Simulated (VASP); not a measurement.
A run of VASP 6.6.1 is set up as follows.

The input INCAR:

```
ALGO     = Normal         # electronic algorithm
EDIFF    = 1E-6           # SCF threshold, eV
ENCUT    = 520            # plane-wave cutoff, eV
GGA      = PS             # functional
ISIF     = 2              # what is computed and relaxed
ISMEAR   = 0              # smearing method
LASPH    = T              # aspherical terms in the spheres
LCHARG   = F              # write CHGCAR
LREAL    = F              # projectors in reciprocal space
LWAVE    = F              # write WAVECAR
NBANDS   = 8              # bands
NELM     = 60             # most SCF steps
PREC     = Accurate       # precision mode
SIGMA    = 0.15           # smearing width, eV
```

The input KPOINTS:

```
k-points
0
Gamma
  18 18 18
```

Contents of POSCAR:

```
As
1.0
    2.7036817444      0.0000000000     -0.0270368174
    0.0000000000      2.7036817444      0.0000000000
   -0.0270368174      0.0000000000      2.7036817444
As
1
Direct
    0.5000000000      0.5000000000      0.5000000000
```

Potentials or basis: VASP PAW PBE potentials, release 64 (As).

Launch:

```bash
$ cat potpaw_PBE.64/As/POTCAR > POTCAR
$ mpirun -np 1 vasp_std > vasp.out
```

Task: Predict the pressure.

Result: -0.8 GPa.

Stress tensor (GPa, compression positive):
```
-0.82  0.00  0.50
 0.00 -0.89  0.00
 0.50  0.00 -0.82
```

Caveat: the cell differs from its parent crystal (strain -0.0200 x Voigt [0, 0, 0, 0, 1, 0]); the PAW data sets were made with another functional, which shifts forces and pressure a little.
